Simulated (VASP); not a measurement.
Input of a VASP 6.6.1 run:

Contents of INCAR:

```
PREC = Accurate
ENCUT = 520
EDIFF = 1E-6
ISMEAR = -1
SIGMA = 0.08
LREAL = F
LASPH = T
NELM = 60
ALGO = Normal
ISIF = 2
LWAVE = F
LCHARG = F
GGA = PE
NBANDS = 11
```

The input KPOINTS:

```
regular mesh
0
Gamma
  11 11 11
```

File POSCAR:

```
Ba
1.0
   -2.5124974217      2.5124974217      2.5124974217
    2.5124974217     -2.5124974217      2.5124974217
    2.5124974217      2.5124974217     -2.5124974217
Ba
1
Direct
    0.0000000000      0.0000000000      0.0000000000
```

Potentials or basis: VASP PAW PBE potentials, release 64 (Ba_sv).

The run is started by

```bash
$ cat potpaw_PBE.64/Ba_sv/POTCAR > POTCAR
$ mpirun -np 1 vasp_std > vasp.out
```

Q: Predict the pressure.

A: 0.0 GPa.

Q: Predict the band gap on the k mesh.

A: Zero (band 5 reaches 2.00 eV, above the bottom of band 6 at 1.14 eV).

Caveat: spin-orbit coupling is left out, which moves the levels of the heavy elements.
